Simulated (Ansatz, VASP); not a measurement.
# One calculation of Re, two programs

Contents of INCAR:

```
PREC = Accurate
ENCUT = 600
EDIFF = 1E-6
ISMEAR = 0
SIGMA = 0.1
LREAL = False
LASPH = True
NELM = 100
ALGO = Fast
ISIF = 3
LWAVE = False
LCHARG = False
GGA = PE
IBRION = 2
NSW = 100
EDIFFG = -0.01
```

Contents of KPOINTS:

```
regular mesh
0
Gamma
  24 24 24
```

POSCAR

```
Re
1.0
    0.0000000000      1.9566016988      1.9566016988
    1.9566016988      0.0000000000      1.9566016988
    1.9566016988      1.9566016988      0.0000000000
Re
1
Direct
    0.5000000000      0.5000000000      0.5000000000
```

Input for Ansatz:

```yaml
crystal:
  lattice:
    - [0.0, 1.9566016988, 1.9566016988]
    - [1.9566016988, 0.0, 1.9566016988]
    - [1.9566016988, 1.9566016988, 0.0]
  atoms:
    - { symbol: Re, position: [0.5, 0.5, 0.5] }
basis:
  ecutwfc: 420
kpoints:
  mp_grid: { grid: [24, 24, 24] }
hamiltonian:
  xc: pbe
scf:
  occupations: { method: gaussian, width: 0.1 }
output:
  forces: true
  stress: true
  eigenvalues: true
relax:
  adjacent_minimum: "off"
  f_tol: 0.01
  max_steps: 80
  cell: { stress_tol: 0.05 }
```

Alike in both runs: task relaxation of cell and atoms; functional PBE; k mesh 24 × 24 × 24; occupations gaussian, width 0.1 eV; no spin polarisation.

```csv
,VASP,Ansatz
version,VASP 6.6.1,Ansatz 0.2.0
potentials or method,"VASP PAW PBE potentials, release 64 (Re), cutoff 600 eV","scalar-relativistic, plane waves, PAW"
valence electrons in the cell,7,15
```

|  | VASP | Ansatz | Ansatz less VASP |
| --- | --- | --- | --- |
| gap on the k mesh at the Fermi level, each at its own relaxed structure (eV) | none | none | - |
| relaxed volume (Å³/atom) | 14.98 | 15.00 | +0.020 |
| relaxed cell length with the largest relative difference (Å) | 2.767 | 2.769 | +0.0013 |

A gap of «none» marks a metal or a gap that the smearing closes. VASP's potentials hold 7 valence electrons a cell and Ansatz's 15, so a difference there can come from the potentials and not from the codes.

Neither program's run includes spin-orbit coupling.
